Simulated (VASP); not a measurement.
Set up this calculation in VASP 6.6.1, as the native input.

* Task: single point
* Functional: PBE
* Potentials or basis: VASP PAW PBE potentials, release 64 (Al, H)
* Cutoff: 520 eV
* k mesh: 5 × 4 × 1
* Occupations: gaussian, width 0.1 eV
* Spin: no spin polarisation
* Dipole correction: yes
* Further INCAR settings: LREAL = Auto; ALGO = Normal; EDIFF = 1e-06; NBANDS = 40

The structure of Al8H lies in POSCAR:

```
Al8H
1.0
    5.7135165837      0.0000000000      0.0000000000
    0.0000000000      8.0801326415      0.0000000000
    0.0000000000      0.0000000000     22.2432786975
Al H
16 2
Direct
    0.2500000000      0.2500000000      0.1798296040
    0.2500000000      0.7500000000      0.1798296040
    0.7500000000      0.2500000000      0.1798296040
    0.7500000000      0.7500000000      0.1798296040
    0.0000000000      0.0000000000      0.2440458181
    0.0000000000      0.5000000000      0.2440458181
    0.5000000000      0.0000000000      0.2440458181
    0.5000000000      0.5000000000      0.2440458181
    0.2500000000      0.2500000000      0.3102598702
    0.2500000000      0.7500000000      0.3102598702
    0.7500000000      0.2500000000      0.3102598702
    0.7500000000      0.7500000000      0.3102598702
    0.0000000000      0.0000000000      0.3705963860
    0.0000000000      0.5000000000      0.3705963860
    0.5000000000      0.0000000000      0.3705963860
    0.5000000000      0.5000000000      0.3705963860
    0.7500000000     -0.0568678783      0.4627590580
    0.7500000000      0.0568678783      0.4627590580
```

One way to write it, as run:

INCAR

```
ALGO = Normal
DIPOL = 0.5 0.5 0.297
EDIFF = 1E-6
ENCUT = 520
GGA = PE
IDIPOL = 3
ISIF = 2
ISMEAR = 0
LASPH = True
LCHARG = False
LDIPOL = True
LREAL = Auto
LWAVE = False
NBANDS = 40
NELM = 60
PREC = Accurate
SIGMA = 0.1
```

KPOINTS

```
k-points
0
Gamma
  5 4 1
```

Potentials or basis: VASP PAW PBE potentials, release 64 (Al, H).

Launch:

```console
$ cat potpaw_PBE.64/Al/POTCAR potpaw_PBE.64/H/POTCAR > POTCAR
$ mpirun -np 1 vasp_std > vasp.out
```

Results of the run:

```json
{"Largest force": "3.303 eV/Å", "Band gap on the k mesh": "zero (bands 25 and 26 overlap by 0.55 eV)"}
```

Wall time 10 min on 1 thread of Intel(R) Xeon(R) 6975P-C (Granite Rapids), with other jobs on the host, peak memory 0.9 GiB.
